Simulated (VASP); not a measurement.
# C (P6/mmm) in VASP: relaxation of cell and atoms with PBE

Aim: the relaxation of cell and atoms of C with PBE.

Program: VASP 6.6.1. These are calculated values, not measurements. Logs are shortened: lines on timing, memory, paths and dates and some standing lists are left out, and cuts for length are marked.

## (1) The cell of the first run

It takes space group P6/mmm (No. 191, hexagonal). Conventional cell: a = 2.466 Å, b = 2.466 Å, c = 4.429 Å, α = 90.00°, β = 90.00°, γ = 120.00°. C (site symmetry -6m2) has 3 C at 1.42 Å within 1.9 Å.

The cell was generated, and may not be a known phase.

## (2) Relaxation of cell and atoms, PBE

INCAR

```
PREC = Accurate
ENCUT = 1300
EDIFF = 1E-7
ISMEAR = 0
SIGMA = 0.1
LREAL = F
LASPH = T
NELM = 120
ALGO = Normal
ISIF = 3
LWAVE = F
LCHARG = F
GGA = PE
IBRION = 2
NSW = 100
EDIFFG = -0.01
GGA_COMPAT = F
NELMIN = 4
```

KPOINTS

```
Automatic mesh
0
Gamma
  24 24 12
```

POSCAR

```
C
1.0
    2.4664965449      0.0000000000      0.0000000000
   -1.2332482724      2.1360486662      0.0000000000
    0.0000000000      0.0000000000      4.4289214344
C
2
Direct
    0.6666666667      0.3333333333      0.5000000000
    0.3333333333      0.6666666667      0.5000000000
```

Potentials or basis: VASP PAW PBE potentials, release 64 (C_h).

Run with:

```
$ cat potpaw_PBE.64/C_h/POTCAR > POTCAR
$ mpirun -np 1 vasp_std > vasp.out
```

OUTCAR:

```text
PREC = Accurate
   ENCUT = 1300
   EDIFF = 1E-7
   ISMEAR = 0
   LREAL = F
   LASPH = T
   NELM = 120
   ISIF = 3
   GGA = PE
   IBRION = 2
   NSW = 100
   EDIFFG = -0.01
   NELMIN = 4

 ion  position               nearest neighbor table
   1  0.667  0.333  0.500-   2 1.42   2 1.42   2 1.42
   2  0.333  0.667  0.500-   1 1.42   1 1.42   1 1.42

  LATTYP: Found a hexagonal cell.
 ALAT       =     2.4664965449
 C/A-ratio  =     1.7956325313

  Lattice vectors:

 A1 = (   2.4664965449,   0.0000000000,   0.0000000000)
 A2 = (  -1.2332482724,   2.1360486662,   0.0000000000)
 A3 = (   0.0000000000,   0.0000000000,   4.4289214344)

Analysis of symmetry for initial positions (statically):
=====================================================================
 Subroutine PRICEL returns:
 Original cell was already a primitive cell.

 Routine SETGRP: Setting up the symmetry group for a
 hexagonal supercell.

 Subroutine GETGRP returns: Found 24 space group operations
 (whereof 24 operations were pure point group operations)
 out of a pool of 24 trial point group operations.

The static configuration has the point symmetry D_6h.

Analysis of symmetry for dynamics (positions and initial velocities):
=====================================================================
 Subroutine PRICEL returns:
 Original cell was already a primitive cell.

 Routine SETGRP: Setting up the symmetry group for a
 hexagonal supercell.

 Subroutine GETGRP returns: Found 24 space group operations
 (whereof 24 operations were pure point group operations)
 out of a pool of 24 trial point group operations.

The dynamic configuration has the point symmetry D_6h.

 Subroutine INISYM returns: Found 24 space group operations
 (whereof 24 operations are pure point group operations),
 and found     1 'primitive' translations

----------------------------------------------------------------------------------------

                                     Primitive cell

  volume of cell :      23.3340

  direct lattice vectors                    reciprocal lattice vectors
     2.466496545  0.000000000  0.000000000     0.405433367  0.234077064  0.000000000
    -1.233248272  2.136048666  0.000000000     0.000000000  0.468154128  0.000000000
     0.000000000  0.000000000  4.428921434     0.000000000  0.000000000  0.225788607

  length of vectors
     2.466496545  2.466496545  4.428921434     0.468154128  0.468154128  0.225788607

  position of ions in fractional coordinates (direct lattice)
     0.666666667  0.333333333  0.500000000
     0.333333333  0.666666667  0.500000000

  ion indices of the primitive-cell ions
   primitive index   ion index
                 1           1
                 2           2

----------------------------------------------------------------------------------------

 KPOINTS: Automatic mesh

Automatic generation of k-mesh.
 Grid dimensions read from file:
 generate k-points for:   24   24   12

 Generating k-lattice:

  Cartesian coordinates                     Fractional coordinates (reciprocal lattice)
     0.016893057  0.009753211  0.000000000     0.041666667  0.000000000  0.000000000
     0.000000000  0.019506422  0.000000000     0.000000000  0.041666667  0.000000000
     0.000000000  0.000000000  0.018815717     0.000000000  0.000000000  0.083333333

  Length of vectors
     0.019506422  0.019506422  0.018815717

  Shift w.r.t. Gamma in fractional coordinates (k-lattice)
     0.000000000  0.000000000  0.000000000

 Subroutine IBZKPT returns following result:
 ===========================================

 Found    427 irreducible k-points:

 Following reciprocal coordinates:
            Coordinates               Weight
  0.000000  0.000000  0.000000      1.000000
  0.041667 -0.000000  0.000000      6.000000
  0.083333  0.000000  0.000000      6.000000
  0.125000  0.000000  0.000000      6.000000
  0.166667 -0.000000  0.000000      6.000000
  0.208333  0.000000  0.000000      6.000000
[... 16 lines left out ...]
  0.416667  0.041667  0.000000     12.000000
  0.458333  0.041667  0.000000     12.000000
 [... further k-points ...]
   k-points           NKPTS =    427   k-points in BZ     NKDIM =    427   number of bands    NBANDS=      8
   number of dos      NEDOS =    301   number of ions     NIONS =      2
   total plane-waves  NPLWV =  48600
   dimension x,y,z NGX =    30 NGY =   30 NGZ =   54
   dimension x,y,z NGXF=    60 NGYF=   60 NGZF=  108
   ions per type =               2
   NGX,Y,Z   is equivalent  to a cutoff of  20.22, 20.22, 20.27 a.u.
   NGXF,Y,Z  is equivalent  to a cutoff of  40.44, 40.44, 40.54 a.u.
 SYSTEM =  unknown system
   PREC   = accura    normal or accurate (medium, high low for compatibility)
   ISTART =      0    job   : 0-new  1-cont  2-samecut
   ICHARG =      2    charge: 1-file 2-atom 10-const
   ISPIN  =      1    spin polarized calculation?
   LNONCOLLINEAR =      F non collinear calculations
   LSORBIT =      F    spin-orbit coupling
   LASPH  =      T    aspherical Exc in radial PAW
   ENCUT  = 1300.0 eV  95.55 Ry    9.77 a.u.   7.25  7.25 13.02*2*pi/ulx,y,z
   NELM   =    120;   NELMIN=  4; NELMDL= -5     # of ELM steps
   EDIFF  = 0.1E-06   stopping-criterion for ELM
   LREAL  =      F    real-space projection
   EDIFFG = -.1E-01   stopping-criterion for IOM
   NSW    =    100    number of steps for IOM
   IBRION =      2    ionic relax: 0-MD 1-quasi-New 2-CG
   NFREE  =      1    steps in history (QN), initial steepest desc. (CG)
   ISIF   =      3    stress and relaxation
   ISYM   =      2    0-nonsym 1-usesym 2-fastsym
   POTIM  = 0.5000    time-step for ionic-motion
   TEBEG  =    0.0;   TEEND  =   0.0 temperature during run
   PSTRESS=    0.0 pullay stress
   NELECT =       8.0000    total number of electrons
   NUPDOWN=      -1.0000    fix difference up-down
   EMIN   =  10.00;   EMAX   =-10.00  energy-range for DOS
   EFERMI =   0.00;   METHOD = LEGACY
   ISMEAR =     0;   SIGMA  =   0.10  broadening in eV -4-tet -1-fermi 0-gaus
   EFERMI_NEDOS =   21; number of points for ismear=-14 and -15
   IALGO  =     38    algorithm
   IMIX   =      4    mixing-type and parameters
     AMIX     =   0.40;   BMIX     =  1.00
     AMIX_MAG =   1.60;   BMIX_MAG =  1.00
  volume/ion in A,a.u.               =      11.67        78.73
  Fermi-wavevector in a.u.,A,eV,Ry     =   1.145799  2.165245 17.862469  1.312854
  Thomas-Fermi vector in A             =   2.282486
   LORBIT       =      0    0 simple, 1 ext, 2 COOP (PROOUT), +10 PAW based schemes
   GGA     = PE    functional components
   LHFCALC =     F    Hartree Fock is set to
   AEXX    =    0.0000 exact exchange contribution
   IVDW    =     0    specifies the selected vdW correction
   LEPSILON=     F    determine dielectric tensor
   LRPA    =     F    only Hartree local field effects (RPA)
 conjugate gradient relaxation of ions
 non-spin polarized calculation
 Gauss-broadening in eV      SIGMA  =   0.10
  energy-cutoff  :     1300.00
  volume of cell :       23.33
 maximum number of plane-waves:      2510
 NGX is ok and might be reduce to    30
   NGX = 15   NGY = 15   NGZ = 27

--------------------------------------- Ionic step        1  -------------------------------------------

 number of electron       8.0000000 magnetization

 Free energy of the ion-electron system (eV)
  ---------------------------------------------------
  ext. energy  EPLUGINS =         0.00000000
  ---------------------------------------------------
  free energy    TOTEN  =       -18.48936078 eV

  energy without entropy =      -18.48910337  energy(sigma->0) =      -18.48923208

------------------------ aborting loop because EDIFF is reached ----------------------------------------

  FORCE on cell =-STRESS in cart. coord.  units (eV):
  Direction    XX          YY          ZZ          XY          YZ          ZX
  --------------------------------------------------------------------------------------
  -------------------------------------------------------------------------------------
  Total       -0.0304718     -0.0304718     -0.0110635     -0.0000000     -0.0000000      0.0000000
  in kB       -2.0922785     -2.0922785     -0.7596484     -0.0000000     -0.0000000      0.0000000
  external PRESSURE =      -1.6480685 kB  Pullay stress =       0.0000000 kB

 VOLUME and BASIS-vectors are now :
 -----------------------------------------------------------------------------
  energy-cutoff  :     1300.00
  volume of cell :       23.33
      direct lattice vectors                 reciprocal lattice vectors
     2.466496545  0.000000000  0.000000000     0.405433367  0.234077064  0.000000000
    -1.233248272  2.136048666  0.000000000     0.000000000  0.468154128  0.000000000
     0.000000000  0.000000000  4.428921434     0.000000000  0.000000000  0.225788607
[... 37 lines left out ...]
 POSITION                                       TOTAL-FORCE (eV/Angst)
 -----------------------------------------------------------------------------------
      1.23234      0.71149      2.21387         0.000000     -0.000000      0.000000
     -0.00000      1.42299      2.21387        -0.000000      0.000000     -0.000000
 -----------------------------------------------------------------------------------
    total drift:                               -0.000000     -0.000000     -0.000000

  FREE ENERGIE OF THE ION-ELECTRON SYSTEM (eV)
  ---------------------------------------------------
  free  energy   TOTEN  =       -18.4893356546 eV

  energy  without entropy=      -18.4890783363  energy(sigma->0) =      -18.48920700

--------------------------------------- Ionic step        3  -------------------------------------------

 number of electron       8.0000000 magnetization

 Free energy of the ion-electron system (eV)
  ---------------------------------------------------
  ext. energy  EPLUGINS =         0.00000000
  ---------------------------------------------------
  free energy    TOTEN  =       -18.48936885 eV

  energy without entropy =      -18.48911147  energy(sigma->0) =      -18.48924016

 E-fermi :   3.1298     XC(G=0):  -8.5473

 val. band max:        3.1291612372   @ k =   0.3333   0.3333   0.2500
 cond. band min:       3.1783988337   @ k =   0.3333   0.3333   0.1667
 fundamental gap:      0.0492375965
 Fermi energy:         3.1298429393

 k-point     1 :       0.0000    0.0000    0.0000
  band No.  band energies     occupation
      1     -16.4087      2.00000
      2      -4.2997      2.00000
      3       0.0723      2.00000
      4       0.0723      2.00000
      5       6.1145      0.00000
      6      11.4386      0.00000
      7      11.4386      0.00000
      8      14.5723      0.00000

 k-point     2 :       0.0417   -0.0000    0.0000
  band No.  band energies     occupation
      1     -16.3676      2.00000
      2      -4.2511      2.00000
      3      -0.0966      2.00000
      4      -0.0166      2.00000
      5       6.1684      0.00000
      6      11.4625      0.00000
      7      11.6172      0.00000
      8      14.4298      0.00000
[... 221 lines left out ...]
 k-point    23 :       0.4167    0.0417    0.0000
  band No.  band energies     occupation
      1     -12.0186      2.00000
      2      -9.0804      2.00000
      3      -3.3479      2.00000
      4       0.4080      2.00000
      5       5.6221      0.00000
      6      10.7081      0.00000
      7      12.0647      0.00000
      8      15.6788      0.00000

 k-point    24 :       0.4583    0.0417    0.0000
  band No.  band energies     occupation
      1     -11.3039      2.00000
      2      -9.9158      2.00000
      3      -3.4295      2.00000
      4       0.8508      2.00000
      5       5.0559      0.00000
      6      10.6710      0.00000
      7      13.1886      0.00000
      8      14.4308      0.00000

 [... further k-points ...]
[... 5 lines left out ...]
  --------------------------------------------------------------------------------------
  -------------------------------------------------------------------------------------
  Total        0.0029983      0.0029983     -0.0107940      0.0000000      0.0000000     -0.0000000
  in kB        0.2059932      0.2059932     -0.7415709      0.0000000      0.0000000     -0.0000000
  external PRESSURE =      -0.1098615 kB  Pullay stress =       0.0000000 kB

 VOLUME and BASIS-vectors are now :
 -----------------------------------------------------------------------------
  energy-cutoff  :     1300.00
  volume of cell :       23.32
      direct lattice vectors                 reciprocal lattice vectors
     2.465895193 -0.000000000  0.000000000     0.405532239  0.234134148 -0.000000000
    -1.232947597  2.135527881 -0.000000000     0.000000000  0.468268295  0.000000000
     0.000000000 -0.000000000  4.428529387     0.000000000  0.000000000  0.225808595

 POSITION                                       TOTAL-FORCE (eV/Angst)
 -----------------------------------------------------------------------------------
      1.23295      0.71184      2.21426        -0.000000      0.000000      0.000000
     -0.00000      1.42369      2.21426         0.000000     -0.000000      0.000000
 -----------------------------------------------------------------------------------
    total drift:                                0.000000      0.000000     -0.000000

  FREE ENERGIE OF THE ION-ELECTRON SYSTEM (eV)
  ---------------------------------------------------
  free  energy   TOTEN  =       -18.4893688519 eV

  energy  without entropy=      -18.4891114727  energy(sigma->0) =      -18.48924016

 reached required accuracy - stopping structural energy minimisation
```

Run time: 5.7 min. Hardware: 1 thread of Intel Xeon Platinum 8124M at 3.00GHz (Skylake/Cascade Lake), shared host; peak memory 0.41 GiB.

What came out:

| Quantity | Value |
| --- | --- |
| Free energy | -18.4894 eV |
| Relaxed volume | 11.66 Å³/atom |
| Relaxed cell | a = 2.466 Å, b = 2.466 Å, c = 4.429 Å, α = 90.00°, β = 90.00°, γ = 120.00° |
| Space group after relaxing (to 0.1 Å) | P6/mmm (No. 191) |
| Energy gained by relaxing | 0.0 meV/atom |
| Ionic steps | 3 |
| Pressure after relaxing | 0.0 GPa |
| Band gap on the k mesh | zero (bands 4 and 5 overlap by 0.20 eV) |

Stress tensor (GPa, compression positive):
```
 0.02  0.00  0.00
 0.00  0.02  0.00
 0.00  0.00 -0.07
```

Final structure:
```yaml
crystal:
  lattice:
    - [2.46590, 0.00000, 0.00000]
    - [-1.23295, 2.13553, 0.00000]
    - [0.00000, 0.00000, 4.42853]
  atoms:
    - { symbol: C, position: [0.66667, 0.33333, 0.50000] }
    - { symbol: C, position: [0.33333, 0.66667, 0.50000] }
```

Caveat: this functional lacks dispersion, which binds layers or chains, so the pressure and a relaxed spacing across them are unreliable.

The gap in the log of VASP goes by the Fermi energy; the results here count the filled bands.